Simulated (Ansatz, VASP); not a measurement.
## One calculation of MnPt2, two programs

Contents of INCAR:

```
ALGO = Normal
EDIFF = 1E-6
ENCUT = 520
ISIF = 2
ISMEAR = -1
ISPIN = 2
LASPH = True
LCHARG = True
LELF = True
LMAXMIX = 4
LORBIT = 11
LREAL = False
LVHAR = True
LWAVE = False
MAGMOM = 0 0 4
NBANDS = 28
NELM = 150
PREC = Accurate
SIGMA = 0.05
```

The input KPOINTS:

```
k-points
0
Gamma
  11 11 4
```

File POSCAR:

```
MnPt2
1.0
    2.9144658307      0.0000000000      0.0000000000
   -1.4572329154      2.5240014479      0.0000000000
    0.0000000000      0.0000000000      6.6606248409
Pt Mn
2 1
Direct
    0.6666666667      0.3333333333      0.3162060000
    0.3333333333      0.6666666667      0.6837940000
    0.0000000000      0.0000000000      0.0000000000
```

File input.yaml:

```yaml
crystal:
  lattice:
    - [2.9144658307, 0.0, 0.0]
    - [-1.4572329154, 2.5240014479, 0.0]
    - [0.0, 0.0, 6.6606248409]
  atoms:
    - { symbol: Pt, position: [0.6666666667, 0.3333333333, 0.316206] }
    - { symbol: Pt, position: [0.3333333333, 0.6666666667, 0.683794] }
    - { symbol: Mn, position: [0.0, 0.0, 0.0], spin: 4.0 }
hamiltonian:
  xc: lda
  pseudopotentials: { kind: paw }
magnetization:
  spin_polarized: true
kpoints:
  mp_grid: { grid: [11, 11, 4] }
scf:
  occupations: { method: fermi_dirac, width: 0.05 }
output:
  forces: true
  stress: true
  eigenvalues: true
  write_density: true
  write_potential: true
  elf: true
  volumetric_format: npy
```

Alike in both runs: task single point; functional LDA; k mesh 11 × 11 × 4; occupations fermi-dirac, width 0.05 eV; collinear spin.

```csv
,VASP,Ansatz
version,VASP 6.6.1,Ansatz 0.2.0
potentials or method,"VASP PAW LDA potentials, release 64 (Pt, Mn_pv)",Ansatz PAW
plane-wave cutoff (eV),520,420
valence electrons in the cell,33,51
```

```tsv
	VASP	Ansatz	Ansatz less VASP
gap on the k mesh at the Fermi level (eV)	none	none	-
pressure (GPa)	-22.8	-22.6	+0.16
traceless stress, the component that is largest in VASP (GPa)	0.68	0.59	-0.085
rms of the force components (eV/Å)	0.096	0.092	-0.0044
net moment per atom (μB)	1.49	1.52	+0.026
size of the moment on the site where the two differ most (μB)	3.71	3.77	+0.062
```

LDA's correlation is that of Perdew and Zunger in VASP and of Perdew and Wang (1992) in Ansatz. Site moments also hang on the region over which each program counts them. Atom by atom the forces differ by 0.004 eV/Å (rms over components). A gap of «none» marks a metal or a gap that the smearing closes. VASP's potentials hold 33 valence electrons a cell and Ansatz's 51, so a difference there can come from the potentials and not from the codes.

Neither program's run includes spin-orbit coupling.
